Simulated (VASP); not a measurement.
Wanted: the native input for a VASP 6.6.1 run.

| Item | Value |
| --- | --- |
| Task | single point |
| Functional | PBE |
| Potentials or basis | VASP PAW PBE potentials, release 64 (Mo_sv, S) |
| Cutoff | 520 eV |
| k mesh | 12 × 12 × 4 |
| Occupations | fermi-dirac, width 0.02 eV |
| Spin | no spin polarisation |
| Dipole correction | no |
| Further INCAR settings | ALGO = Normal; EDIFF = 1e-06; NBANDS = 20 |

The structure of MoS2 lies in POSCAR:

```
MoS2
1.0
    3.3158717878      0.0000000000      0.0000000000
   -1.6579358939      2.8716292039      0.0000000000
    0.0000000000      0.0000000000      6.7237723276
Mo S
1 2
Direct
    0.0000000000      0.0000000000      0.0000000000
    0.3333333333      0.6666666667      0.2250361553
    0.3333333333      0.6666666667      0.7749638447
```

This cell differs from its parent crystal: epitaxial xy strain +4.6%.

The input as run:

INCAR

```
  PREC = Accurate
  ENCUT = 520
  EDIFF = 1E-6
  ISMEAR = -1
  SIGMA = 0.02
  LREAL = False
  LASPH = True
  NELM = 60
  ALGO = Normal
  ISIF = 2
  LWAVE = False
  LCHARG = False
  GGA = PE
  NBANDS = 20
```

KPOINTS

```
Automatic mesh
0
Gamma
  12 12 4
```

Potentials or basis: VASP PAW PBE potentials, release 64 (Mo_sv, S).

Launch:

```bash
$ cat potpaw_PBE.64/Mo_sv/POTCAR potpaw_PBE.64/S/POTCAR > POTCAR
$ mpirun -np 1 vasp_std > vasp.out
```

Results of the run:

The pressure is -4.7 GPa and the largest force is 0.089 eV/Å. The band gap on the k mesh is 0.37 eV, indirect (least direct gap 1.25 eV).

Caveat: the cell differs from its parent crystal (epitaxial xy strain +4.6%); this functional lacks dispersion, which binds the layers, so the pressure and a relaxed spacing across them are unreliable.

Wall time 32 s on 1 thread of Intel(R) Xeon(R) 6975P-C (Granite Rapids) (shared host), peak memory 0.22 GiB.
